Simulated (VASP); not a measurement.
# AlGaN2: single point with LDA

AlGaN2:

```
CELL_PARAMETERS angstrom
3.14088 0.00000 0.00000
0.00000 3.14088 0.00000
0.00000 0.00000 4.55655
ATOMIC_POSITIONS crystal
Al 0.50000 0.50000 0.50000
Ga 0.00000 0.00000 0.00000
N 0.50000 0.00000 0.73826
N 0.00000 0.50000 0.26174
```

This cell differs from its parent crystal: strain +0.000 along x and y, +0.030 along z.

```json
{
 "Program": "VASP 6.6.1",
 "Task": "single point",
 "Functional": "LDA",
 "Potentials or basis": "VASP PAW LDA potentials, release 64 (Al, Ga_d, N)",
 "Cutoff": "520 eV",
 "k mesh": "8 × 8 × 6",
 "Occupations": "gaussian, width 0.05 eV",
 "Spin": "no spin polarisation"
}
```

```
Pressure               : -9.4 GPa
Largest force          : 0.212 eV/Å
Band gap on the k mesh : 2.60 eV, direct
```

Forces in eV/Å, atoms in the order of the input:
```
Al   0.000  0.000  0.000
Ga   0.000  0.000  0.000
N    0.000  0.000  0.212
N    0.000  0.000 -0.212
```

Stress tensor (GPa, compression positive):
```
 -7.97   0.00   0.00
  0.00  -7.97   0.00
  0.00   0.00 -12.37
```

Levels at points of the mesh, in eV from the valence-band top:
| k point | band 11 | band 12 | band 13 | band 14 | band 15 | band 16 |
| --- | --- | --- | --- | --- | --- | --- |
| (0.00, 0.00, 0.00) | -0.35 | 0.00 | 0.00 | 2.60 | 3.54 | 7.55 |
| (0.50, 0.00, 0.00) | -3.02 | -0.89 | -0.58 | 6.73 | 6.94 | 7.99 |
| (0.50, 0.50, 0.00) | -2.33 | -2.33 | -2.32 | 3.13 | 3.13 | 5.75 |
| (0.00, 0.00, 0.50) | -1.45 | -0.93 | -0.93 | 5.00 | 5.08 | 7.52 |
| (0.50, 0.00, 0.50) | -0.88 | -0.79 | -0.48 | 4.78 | 6.18 | 8.89 |
| (0.50, 0.50, 0.50) | -3.21 | -3.18 | -3.18 | 5.83 | 5.83 | 8.22 |

Run time: 18 s on 1 thread of Intel(R) Xeon(R) 6975P-C (Granite Rapids) (shared host), peak memory 0.18 GiB.

Caveat: the cell differs from its parent crystal (strain +0.000 along x and y, +0.030 along z).
